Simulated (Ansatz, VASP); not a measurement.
# One calculation of Zr, two programs

```
Zr
1.0
     0.00000    2.20897    2.20897
     2.20897    0.00000    2.20897
     2.20897    2.20897    0.00000
Zr
1
Direct
  0.00000 0.00000 0.00000
```

Change from the starting cell: volume scaled by 0.94.

Alike in both runs: task single point; functional PBEsol; dispersion D4; k mesh 10 × 10 × 10; occupations fermi-dirac, width 0.01 eV; collinear spin; fixed moment 1 μB.

|  | VASP | Ansatz |
| --- | --- | --- |
| version | VASP 6.6.1 | Ansatz 0.2.0 |
| potentials or method | VASP PAW PBE potentials, release 64 (Zr_sv), cutoff 520 eV | all-electron LAPW, scalar-relativistic |

Ansatz gave:

| Item | Value |
| --- | --- |
| pressure (GPa) | 5.8 |
| size of the moment on the site where the two differ most (μB) | 0.81 |

Question: What did VASP give for the same quantities?

Answer: Pressure (GPa): 5.9; size of the moment on the site where the two differ most (μB): 0.57.

VASP's potentials were made for PBE, not for PBEsol. Site moments also hang on the region over which each program counts them. Ansatz ran all-electron here, and VASP with PAW potentials.
